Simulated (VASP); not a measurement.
# GaP (F-43m) in VASP: vibrations by perturbation theory with PBE

Aim: the vibrations by perturbation theory of GaP with PBE.

Everything below comes from runs of VASP 6.6.1. Logs are shortened: lines on timing, memory, paths and dates and some standing lists are left out, and cuts for length are marked.

## (1) The cell of the first run

The structure is cubic, space group F-43m (No. 216). Conventional cell: a = 5.451 Å, b = 5.451 Å, c = 5.451 Å, α = 90.00°, β = 90.00°, γ = 90.00°. Ga (site symmetry -43m) has 4 P at 2.36 Å within 3.1 Å. P (site symmetry -43m) has 4 Ga at 2.36 Å within 3.1 Å.

## (2) Vibrations by perturbation theory, PBE

INCAR

```
SYSTEM = GaP
ALGO = Normal ; EDIFF = 1E-8
ENCUT = 520 ; GGA = PE
IBRION = 8 ; ISIF = 2
ISMEAR = 0 ; LASPH = .True.
LCHARG = .False. ; LREAL = .False.
LWAVE = .False. ; NELM = 80
NSW = 1 ; PREC = Accurate
SIGMA = 0.01
```

KPOINTS

```
k-points
0
Gamma
  3 3 3
  0 0 0
```

POSCAR

```
GaP
1.0
    0.0000000000      2.7252500000      2.7252500000
    2.7252500000      0.0000000000      2.7252500000
    2.7252500000      2.7252500000      0.0000000000
Ga P
1 1
Direct
    0.0000000000      0.0000000000      0.0000000000
    0.2500000000      0.2500000000      0.2500000000
```

Potentials or basis: VASP PAW PBE potentials, release 64 (Ga_d, P).

Launch:

```console
$ cat potpaw_PBE.64/Ga_d/POTCAR potpaw_PBE.64/P/POTCAR > POTCAR
$ mpirun -np 1 vasp_std > vasp.out
```

OUTCAR:

```text
SYSTEM = GaP
   EDIFF = 1E-8
   ENCUT = 520
   GGA = PE
   IBRION = 8
   ISIF = 2
   ISMEAR = 0
   LASPH = .True.
   LREAL = .False.
   NELM = 80
   NSW = 1
   PREC = Accurate

 ion  position               nearest neighbor table
   1  0.000  0.000  0.000-   2 2.36   2 2.36   2 2.36   2 2.36
   2  0.250  0.250  0.250-   1 2.36   1 2.36   1 2.36   1 2.36

  LATTYP: Found a face centered cubic cell.
 ALAT       =     5.4505000000

  Lattice vectors:

 A1 = (   0.0000000000,   2.7252500000,   2.7252500000)
 A2 = (   2.7252500000,   0.0000000000,   2.7252500000)
 A3 = (   2.7252500000,   2.7252500000,   0.0000000000)

Analysis of symmetry for initial positions (statically):
=====================================================================
 Subroutine PRICEL returns:
 Original cell was already a primitive cell.

 Routine SETGRP: Setting up the symmetry group for a
 face centered cubic supercell.

 Subroutine GETGRP returns: Found 24 space group operations
 (whereof 24 operations were pure point group operations)
 out of a pool of 48 trial point group operations.

The static configuration has the point symmetry T_d .

Analysis of symmetry for dynamics (positions and initial velocities):
=====================================================================
 Subroutine PRICEL returns:
 Original cell was already a primitive cell.

 Routine SETGRP: Setting up the symmetry group for a
 face centered cubic supercell.

 Subroutine GETGRP returns: Found 24 space group operations
 (whereof 24 operations were pure point group operations)
 out of a pool of 48 trial point group operations.

The dynamic configuration has the point symmetry T_d .

 Subroutine INISYM returns: Found 24 space group operations
 (whereof 24 operations are pure point group operations),
 and found     1 'primitive' translations

----------------------------------------------------------------------------------------

                                     Primitive cell

  volume of cell :      40.4808

  direct lattice vectors                    reciprocal lattice vectors
     0.000000000  2.725250000  2.725250000    -0.183469406  0.183469406  0.183469406
     2.725250000  0.000000000  2.725250000     0.183469406 -0.183469406  0.183469406
     2.725250000  2.725250000  0.000000000     0.183469406  0.183469406 -0.183469406

  length of vectors
     3.854085511  3.854085511  3.854085511     0.317778334  0.317778334  0.317778334

  position of ions in fractional coordinates (direct lattice)
     0.000000000  0.000000000  0.000000000
     0.250000000  0.250000000  0.250000000

  ion indices of the primitive-cell ions
   primitive index   ion index
                 1           1
                 2           2

----------------------------------------------------------------------------------------

 KPOINTS: k-points

Automatic generation of k-mesh.
 Grid dimensions read from file:
 generate k-points for:    3    3    3

 Generating k-lattice:

  Cartesian coordinates                     Fractional coordinates (reciprocal lattice)
    -0.061156469  0.061156469  0.061156469     0.333333333  0.000000000  0.000000000
     0.061156469 -0.061156469  0.061156469     0.000000000  0.333333333  0.000000000
     0.061156469  0.061156469 -0.061156469     0.000000000  0.000000000  0.333333333

  Length of vectors
     0.105926111  0.105926111  0.105926111

  Shift w.r.t. Gamma in fractional coordinates (k-lattice)
     0.000000000  0.000000000  0.000000000

[... 59 lines left out ...]
   LRPA    =     F    only Hartree local field effects (RPA)
 non-spin polarized calculation
 Gauss-broadening in eV      SIGMA  =   0.01
  energy-cutoff  :      520.00
  volume of cell :       40.48
 maximum number of plane-waves:      1113
 NGX is ok and might be reduce to    30
   NGX = 15   NGY = 15   NGZ = 15

--------------------------------------- Ionic step        1  -------------------------------------------

 number of electron      17.9999989 magnetization

 Free energy of the ion-electron system (eV)
  ---------------------------------------------------
  ext. energy  EPLUGINS =         0.00000000
  ---------------------------------------------------
  free energy    TOTEN  =        -8.61498867 eV

  energy without entropy =       -8.61498867  energy(sigma->0) =       -8.61498867

 E-fermi :   4.8591     XC(G=0):  -9.7700

 val. band max:        4.7777119589   @ k =   0.0000   0.0000   0.0000
 cond. band min:       6.4726487430   @ k =   0.3333   0.3333   0.0000
 fundamental gap:      1.6949367840
 Fermi energy:         4.8590875333

 k-point     1 :       0.0000    0.0000    0.0000
  band No.  band energies     occupation
      1      -9.8981      2.00000
      2      -9.8981      2.00000
      3      -9.8981      2.00000
      4      -9.8021      2.00000
      5      -9.8021      2.00000
      6      -7.7364      2.00000
      7       4.7777      2.00000
      8       4.7777      2.00000
      9       4.7777      2.00000
     10       6.5806      0.00000
     11       8.5845      0.00000
     12       8.5845      0.00000
     13       8.5845      0.00000
[... 36 lines left out ...]
      2      -9.8605      2.00000
      3      -9.8490      2.00000
      4      -9.8126      2.00000
      5      -9.7951      2.00000
      6      -4.9839      2.00000
      7      -1.6213      2.00000
      8       0.6931      2.00000
      9       2.8049      2.00000
     10       7.2268      0.00000
     11      10.7164      0.00000
     12      12.0669      0.00000
     13      12.4716      0.00000

------------------------ aborting loop because EDIFF is reached ----------------------------------------

  FORCE on cell =-STRESS in cart. coord.  units (eV):
  Direction    XX          YY          ZZ          XY          YZ          ZX
  --------------------------------------------------------------------------------------
  -------------------------------------------------------------------------------------
  Total        1.0232471      1.0232471      1.0232471     -0.0000000     -0.0000000     -0.0000000
  in kB       40.4987930     40.4987930     40.4987930     -0.0000000     -0.0000000     -0.0000000
  external PRESSURE =      40.4987930 kB  Pullay stress =       0.0000000 kB

 VOLUME and BASIS-vectors are now :
 -----------------------------------------------------------------------------
  energy-cutoff  :      520.00
  volume of cell :       40.48
      direct lattice vectors                 reciprocal lattice vectors
     0.000000000  2.725250000  2.725250000    -0.183469406  0.183469406  0.183469406
     2.725250000  0.000000000  2.725250000     0.183469406 -0.183469406  0.183469406
     2.725250000  2.725250000  0.000000000     0.183469406  0.183469406 -0.183469406

 POSITION                                       TOTAL-FORCE (eV/Angst)
 -----------------------------------------------------------------------------------
      0.00000      0.00000      0.00000         0.000000      0.000000      0.000000
      1.36262      1.36262      1.36262        -0.000000     -0.000000     -0.000000
 -----------------------------------------------------------------------------------
    total drift:                                0.000002      0.000002      0.000002

  FREE ENERGIE OF THE ION-ELECTRON SYSTEM (eV)
  ---------------------------------------------------
  free  energy   TOTEN  =        -8.6149886714 eV

  energy  without entropy=       -8.6149886714  energy(sigma->0) =       -8.61498867

[... ionic steps 2 to 3 ...]

--------------------------------------- Ionic step        4  -------------------------------------------

------------------------ aborting loop because EDIFF is reached ----------------------------------------

[... ionic steps 5 to 6 ...]

--------------------------------------- Ionic step        7  -------------------------------------------

 Free energy of the ion-electron system (eV)
  ---------------------------------------------------
  ---------------------------------------------------
  free energy    TOTEN  =        -0.04891775 eV

  energy without entropy =       -0.04891775

------------------------ aborting loop because EDIFF is reached ----------------------------------------

 INTERNAL STRAIN TENSOR  FOR ION    2  DIRECTION 1   (eV/Angst):
 -----------------------------------------------------------------------------
     0.00941  0.00000  0.00000
     0.00000 -0.00306 -7.05168
     0.00000 -7.05168 -0.00306

 INTERNAL STRAIN TENSOR FOR ION    2 for displacements in x,y,z  (eV/Angst):
          X           Y           Z          XY          YZ          ZX
  --------------------------------------------------------------------------------
  x    -0.00000     0.00000     0.00000     0.00000    -7.05168     0.00000
  y     0.00000     0.00000     0.00000    -0.00000     0.00000    -7.05168
  z     0.00000     0.00000    -0.00000    -7.05168     0.00000     0.00000

 SECOND DERIVATIVES (NOT SYMMETRIZED)
 ------------------------------------
               1X          1Y          1Z          2X          2Y          2Z
  1X   -10.326887    0.000000    0.000000   10.326887    0.000000    0.000000
  1Y     0.000000  -10.326887    0.000000    0.000000   10.326887    0.000000
  1Z     0.000000    0.000000  -10.326887    0.000000    0.000000   10.326887
  2X    10.343290    0.000000    0.000000  -10.343290    0.000000    0.000000
  2Y     0.000000   10.343290    0.000000    0.000000  -10.343290    0.000000
  2Z     0.000000    0.000000   10.343290    0.000000    0.000000  -10.343290

 Eigenvectors and eigenvalues of the dynamical matrix
 ----------------------------------------------------

   1 f  =   10.854148 THz    68.198624 2PiTHz  362.055409 cm-1    44.889129 meV
             X         Y         Z           dx          dy          dz
      0.000000  0.000000  0.000000     0.000000    0.554309   -0.000000
      1.362625  1.362625  1.362625    -0.000000   -0.832311   -0.000000
[... 21 lines left out ...]
   6 f/i=    0.003974 THz     0.024968 2PiTHz    0.132552 cm-1     0.016434 meV
             X         Y         Z           dx          dy          dz
      0.000000  0.000000  0.000000    -0.169067   -0.808399    0.103193
      1.362625  1.362625  1.362625    -0.112597   -0.538384    0.068725

--------------------------------------------------------------------------------------------------------

 ELASTIC MODULI CONTR FROM IONIC RELAXATION (kBar)
 Direction    XX          YY          ZZ          XY          YZ          ZX
 --------------------------------------------------------------------------------
 XX          -0.0000     -0.0000     -0.0000     -0.0000     -0.0000     -0.0000
 YY          -0.0000     -0.0000     -0.0000     -0.0000     -0.0000      0.0000
 ZZ          -0.0000     -0.0000     -0.0000     -0.0000     -0.0000     -0.0000
 XY          -0.0000     -0.0000     -0.0000   -188.0827      0.0000     -0.0000
 YZ          -0.0000     -0.0000     -0.0000      0.0000   -188.0827      0.0000
 ZX          -0.0000      0.0000     -0.0000     -0.0000      0.0000   -188.0827
 --------------------------------------------------------------------------------
```

Wall time 81 s (1 thread of Intel Xeon Platinum 8488C (Sapphire Rapids), shared host); peak memory 0.18 GiB.

What came out:

| Item | Value |
| --- | --- |
| Highest phonon frequency at Γ, LO-TO splitting left out | 362 cm⁻¹ |

Phonon frequencies in cm⁻¹ (negative: imaginary):
```tsv
q point	frequencies
(0.000, 0.000, 0.000)	0 0 0 362 362 362
```

Caveat: the k points lie up to 0.67 Å⁻¹ apart; the cell wasn't relaxed at this level first, which shifts response properties.
